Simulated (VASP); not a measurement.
A run of VASP 6.6.1 is set up as follows.

INCAR

```
PREC = Accurate
ENCUT = 600
EDIFF = 1E-6
ISMEAR = 0
SIGMA = 0.05
LREAL = False
LASPH = True
NELM = 80
ALGO = Normal
ISIF = 4
LWAVE = False
LCHARG = False
GGA = PE
IBRION = 2
NSW = 60
EDIFFG = -0.01
```

KPOINTS

```
regular mesh
0
Gamma
  10 10 6
```

File POSCAR:

```
CdS
1.0
    4.1403062999      0.0000000000      0.0000000000
   -2.0701531500      3.5856104352      0.0000000000
    0.0000000000      0.0000000000      6.7355976246
Cd S
2 2
Direct
    0.3333333333      0.6666666667      0.0041671622
    0.6666666667      0.3333333333      0.5041671622
    0.3333333333      0.6666666667      0.3808328378
    0.6666666667      0.3333333333      0.8808328378
```

Potentials or basis: VASP PAW PBE potentials, release 64 (Cd, S).

Command:

```bash
$ cat potpaw_PBE.64/Cd/POTCAR potpaw_PBE.64/S/POTCAR > POTCAR
$ mpirun -np 1 vasp_std > vasp.out
```

Problem. Predict the band gap on the k mesh.

Solution. 1.21 eV.

Final structure:
```xyz
4
Lattice="4.1403 0.0000 0.0000 -2.0702 3.5856 0.0000 0.0000 0.0000 6.7356" Properties=species:S:1:pos:R:3 pbc="T T T"
Cd    0.0000    2.3904    0.0281
Cd    2.0702    1.1952    3.3959
S     0.0000    2.3904    2.5651
S     2.0702    1.1952    5.9329
```

Caveat: the relaxation stopped at its first step, so nothing moved.
